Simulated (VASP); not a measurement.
**H8C2O: single point with PBE**

System: H8C2O.

```
CELL_PARAMETERS angstrom
5.76691 0.00000 0.00000
0.00000 5.76691 0.00000
0.00000 0.00000 5.76691
ATOMIC_POSITIONS crystal
H 0.62299 0.31702 0.03369
H 0.72325 0.30231 0.11438
H 0.89587 0.20879 0.79845
H 0.90941 0.11185 0.88254
H 0.36260 0.13099 0.88208
H 0.32241 0.07628 0.01675
H 0.52050 0.63705 0.59215
H 0.64640 0.23935 0.58173
H 0.50837 0.39432 0.37677
H 0.29342 0.97219 0.59793
H 0.16394 0.20814 0.69989
H 0.17387 0.18558 0.40139
H 0.45217 0.73336 0.05681
H 0.10323 0.54686 0.29059
H 0.24205 0.33387 0.12315
H 0.93388 0.49526 0.95823
H 0.02702 0.78888 0.00316
H 0.13919 0.57599 0.77125
H 0.07624 0.03288 0.21594
H 0.79101 0.70733 0.23706
H 0.60594 0.93896 0.33599
H 0.81468 0.67816 0.63601
H 0.06627 0.77822 0.58276
H 0.84147 0.02844 0.64379
C 0.28842 0.14524 0.55988
C 0.47656 0.31497 0.52921
C 0.08037 0.60544 0.94994
C 0.23049 0.51917 0.15866
C 0.87055 0.84503 0.57561
C 0.78609 0.86346 0.32778
O 0.42371 0.51633 0.66375
O 0.42361 0.63972 0.18797
O 0.92006 0.00478 0.15748
```

```
Program                : VASP 6.6.1
Task                   : single point
Functional             : PBE
Potentials or basis    : VASP PAW PBE potentials, release 64 (H, C, O)
Cutoff                 : 520 eV
k mesh                 : 1 × 1 × 1
Occupations            : fermi-dirac, width 0.02 eV
Spin                   : no spin polarisation
Dipole correction      : no
Further INCAR settings : LREAL = Auto; ALGO = Normal; EDIFF = 1e-06; NBANDS = 55
```

```
Pressure               : 15.5 GPa
Largest force          : 5.508 eV/Å
Band gap on the k mesh : 5.05 eV
```

Forces on the atoms (eV/Å):
```
H    0.055  0.172  0.135
H   -0.320 -0.032 -0.154
H    0.130  0.864  0.283
H    0.042  0.680  0.301
H   -0.605 -1.427  2.928
H    1.131  0.698 -2.271
H   -0.412 -0.190  0.316
H   -0.033  0.256  0.116
H    0.425 -0.056 -3.551
H    1.069 -2.435 -0.126
H    0.775  0.016 -0.929
H    0.563 -0.844  1.124
H    0.384  0.662 -1.219
H   -0.173 -0.178  1.623
H    0.594  0.263  0.622
H   -1.387 -0.443  0.204
H    0.434 -1.616 -1.518
H    0.448  0.343  0.985
H   -0.100 -0.162  0.217
H   -0.656 -1.880 -0.374
H    1.089 -0.306 -0.510
H   -1.267 -0.104  1.049
H   -2.121  1.622 -0.399
H    0.076 -2.773  0.306
C   -3.463  3.394 -1.585
C    1.885 -0.821  3.601
C    0.326  0.948  1.114
C   -4.096 -0.982 -3.550
C    2.484  0.373 -2.517
C   -0.125  1.870 -0.252
O    1.325  0.459  0.209
O    2.015  1.079  1.494
O   -0.494  0.549  2.327
```

Stress tensor (GPa, compression positive):
```
15.39  4.53  0.89
 4.53 15.87  2.24
 0.89  2.24 15.28
```

Levels at points of the mesh, in eV from the valence-band top:
| k point | band 29 | band 30 | band 31 | band 32 | band 33 | band 34 | band 35 | band 36 | band 37 | band 38 |
| --- | --- | --- | --- | --- | --- | --- | --- | --- | --- | --- |
| (0.00, 0.00, 0.00) | -1.41 | -1.25 | -0.86 | -0.50 | 0.00 | 5.05 | 5.77 | 6.13 | 6.62 | 6.87 |

It took 55 s on 1 thread of AMD EPYC 7R43 64-Core Processor (Zen 3), on a shared host, peak memory 0.25 GiB.

Caveat: the k points lie up to 1.09 Å⁻¹ apart, too coarse for converged energies, forces and pressures; the atoms stand as in a frame of molecular dynamics.
